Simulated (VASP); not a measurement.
ZnS3:

```
Zn S
1.0
     4.88561    0.00000    0.00000
     0.00000    4.88561    0.00000
     0.00000    0.00000    2.67781
Zn S
1 3
Direct
  0.00000 0.00000 0.00000
  0.50000 0.50000 0.00000
  0.00000 0.50000 0.50000
  0.50000 0.00000 0.50000
```

The cell was generated, and may not be a known phase.

| Quantity | Value |
| --- | --- |
| Program | VASP 6.6.1 |
| Task | relaxation of cell and atoms |
| Functional | PBE |
| Potentials or basis | VASP PAW PBE potentials, release 64 (Zn, S) |
| Cutoff | 600 eV |
| k mesh | 4 × 4 × 6 |
| Occupations | gaussian, width 0.1 eV |
| Spin | no spin polarisation |

At the start: pressure 2.1 GPa; volume 15.98 Å³/atom.

**Question.** How do energy, volume and symmetry change on relaxing?

**Answer.** Over 4 steps the energy falls by 10.5 meV/atom and the volume is 16.33 Å³/atom (+2.2 %); space group P4/mmm (No. 123, to 0.1 Å) before and after.

Step by step:
```
step  energy change (eV)  largest force (eV/Å)  pressure (GPa)  volume (Å³)
   1              0.0000                0.0000            2.08        63.92
   2             -0.0390                0.0000           -0.62        65.84
   3             -0.0391                0.0000           -0.72        65.91
   4             -0.0419                0.0000           -0.14        65.33
```

Final structure:
```
CELL_PARAMETERS angstrom
4.85850 0.00000 0.00000
0.00000 4.85850 0.00000
0.00000 0.00000 2.76748
ATOMIC_POSITIONS crystal
Zn 0.00000 0.00000 0.00000
S 0.50000 0.50000 0.00000
S 0.00000 0.50000 0.50000
S 0.50000 0.00000 0.50000
```

Caveat: the k points lie up to 0.38 Å⁻¹ apart in the final cell, too coarse for converged energies and pressures of a metal.
